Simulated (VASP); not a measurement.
Set up this calculation in VASP 6.6.1, as the native input.

| Quantity | Value |
| --- | --- |
| Task | single point |
| Functional | PBEsol |
| Potentials or basis | VASP PAW PBE potentials, release 64 (Mn_pv, Si, C) |
| Cutoff | 520 eV |
| k mesh | 3 × 3 × 3 |
| Occupations | gaussian, width 0.05 eV |
| Spin | collinear spin |
| Starting moments | [3.33, 0.01, 0.01, 0.01, 0.01, 0.01, 0.01, 0.0, -0.15, -0.15, -0.15, 0.0, -0.15, 0.0, 0.0, 0.0] μB |
| Hubbard terms | Mn d U = 3.5 eV |
| Dipole correction | no |
| Further INCAR settings | LREAL = Auto; ALGO = Normal; EDIFF = 1e-06; NBANDS = 54 |

The structure of MnSi7C8 lies in POSCAR:

```
MnSi7C8
1.0
    0.0000000000      4.3580000000      4.3580000000
    4.3580000000      0.0000000000      4.3580000000
    4.3580000000      4.3580000000      0.0000000000
Mn Si C
1 7 8
Direct
    0.0000000000      0.0000000000      1.0000000000
    0.9988277849      0.9988277849      0.5011722151
    0.9988277849      0.5011722151      0.9988277849
    0.9988277849      0.5011722151      0.5011722151
    0.5011722151      0.9988277849      0.9988277849
    0.5011722151      0.9988277849      0.5011722151
    0.5011722151      0.5011722151      0.9988277849
    0.5000000000      0.5000000000      0.5000000000
    0.1304116123      0.1304116123      0.1304116123
    0.1304116123      0.1304116123      0.6087651631
    0.1304116123      0.6087651631      0.1304116123
    0.1252462076      0.6249179308      0.6249179308
    0.6087651631      0.1304116123      0.1304116123
    0.6249179308      0.1252462076      0.6249179308
    0.6249179308      0.6249179308      0.1252462076
    0.6249179308      0.6249179308      0.6249179308
```

These files were run (other wordings do the same):

INCAR

```
SYSTEM = MnSi7C8
PREC = Accurate
ENCUT = 520
EDIFF = 1E-6
ISMEAR = 0
SIGMA = 0.05
LREAL = Auto
LASPH = .TRUE.
NELM = 150
ALGO = Normal
ISIF = 2
LWAVE = .FALSE.
LCHARG = .FALSE.
ISPIN = 2
MAGMOM = 3.33 0.01 0.01 0.01 0.01 0.01 0.01 0 -0.15 -0.15 -0.15 0 -0.15 0 0 0
LORBIT = 11
LMAXMIX = 4
LDAU = .TRUE.
LDAUTYPE = 2
LDAUL = 2 -1 -1
LDAUU = 3.5 0 0
LDAUJ = 0 0 0
LDAUPRINT = 1
GGA = PS
NBANDS = 54
```

KPOINTS

```
Automatic mesh
0
G
  3 3 3
  0 0 0
```

Potentials or basis: VASP PAW PBE potentials, release 64 (Mn_pv, Si, C).

Command:

```bash
$ cat potpaw_PBE.64/Mn_pv/POTCAR potpaw_PBE.64/Si/POTCAR potpaw_PBE.64/C/POTCAR > POTCAR
$ mpirun -np 1 vasp_std > vasp.out
```

It gave:

The pressure is 4.5 GPa and the largest force is 0.113 eV/Å. The band gap on the k mesh is zero (filled and empty bands overlap), the net moment is 3.00 μB per cell and the site moments are Mn +3.39; Si +0.02, +0.00; C -0.12, -0.00 μB. The valence electrons inside the program's atomic spheres are Mn 11.86; Si 1.69, 1.68; C 2.51, 2.54.

Caveat: the k points lie up to 0.42 Å⁻¹ apart; the PAW data sets were made with another functional, which shifts forces and pressure a little; the U is typed as a test and isn't derived for this compound.

It took 110 s on 1 thread of Intel(R) Xeon(R) Platinum 8488C (Sapphire Rapids), on a shared host, peak memory 0.41 GiB.
